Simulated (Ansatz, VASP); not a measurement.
# CdF2 in VASP and in Ansatz

The input INCAR:

```
PREC = Accurate
ENCUT = 520
EDIFF = 1E-6
ISMEAR = -1
SIGMA = 0.02
LREAL = F
LASPH = T
NELM = 60
ALGO = Normal
ISIF = 2
LWAVE = F
LCHARG = F
NBANDS = 20
```

KPOINTS

```
regular mesh
0
Gamma
  8 8 8
```

The input POSCAR:

```
CdF2
1.0
    0.0000000000      2.6670600000      2.6940000000
    2.6670600000      0.0000000000      2.6940000000
    2.6670600000      2.6670600000      0.0000000000
Cd F
1 2
Direct
    0.0000000000      0.0000000000      0.0000000000
    0.2500000000      0.2500000000      0.2500000000
    0.7500000000      0.7500000000      0.7500000000
```

Input for Ansatz:

```yaml
crystal:
  lattice:
    - [0.0, 2.66706, 2.694]
    - [2.66706, 0.0, 2.694]
    - [2.66706, 2.66706, 0.0]
  atoms:
    - { symbol: Cd, position: [0.0, 0.0, 0.0] }
    - { symbol: F, position: [0.25, 0.25, 0.25] }
    - { symbol: F, position: [0.75, 0.75, 0.75] }
kpoints:
  mp_grid: { grid: [8, 8, 8] }
  band_path:
    path:
      - [0.0, 0.0, 0.0]
      - [0.0, 0.5, 0.5]
      - [0.25, 0.75, 0.5]
      - [0.0, 0.5, 0.0]
      - [0.0, 0.0, 0.0]
      - [0.5, 0.5, 0.0]
      - [0.3725125, 0.6274875, 0.0]
      - [-0.3725125, 0.3725125, 0.0]
      - [0.0, 0.0, 0.0]
    npoints: 5
scf:
  occupations: { method: fermi_dirac, width: 0.02 }
hamiltonian:
  xc: lda
  pseudopotentials: { kind: all_electron, lapw: { basis_error: 0.001 } }
output:
  forces: true
  stress: true
  eigenvalues: true
```

Change from the starting cell: equal xx and yy strain of -1 %.

Alike in both runs: task single point; functional LDA; k mesh 8 × 8 × 8; occupations fermi-dirac, width 0.02 eV; no spin polarisation.

```csv
,VASP,Ansatz
version,VASP 6.6.1,Ansatz 0.2.0
potentials or method,"VASP PAW LDA potentials, release 64 (Cd, F), cutoff 520 eV","all-electron LAPW, scalar-relativistic"
```

|  | VASP | Ansatz | Ansatz less VASP |
| --- | --- | --- | --- |
| gap on the k mesh at the Fermi level (eV) | 2.86 | 2.86 | 0.000 |
| pressure (GPa) | -2.5 | -3.6 | -1.05 |
| traceless stress, the component that is largest in VASP (GPa) | -0.76 | -0.77 | -0.012 |

LDA's correlation is that of Perdew and Zunger in VASP and of Perdew and Wang (1992) in Ansatz. Ansatz ran all-electron here, and VASP with PAW potentials.
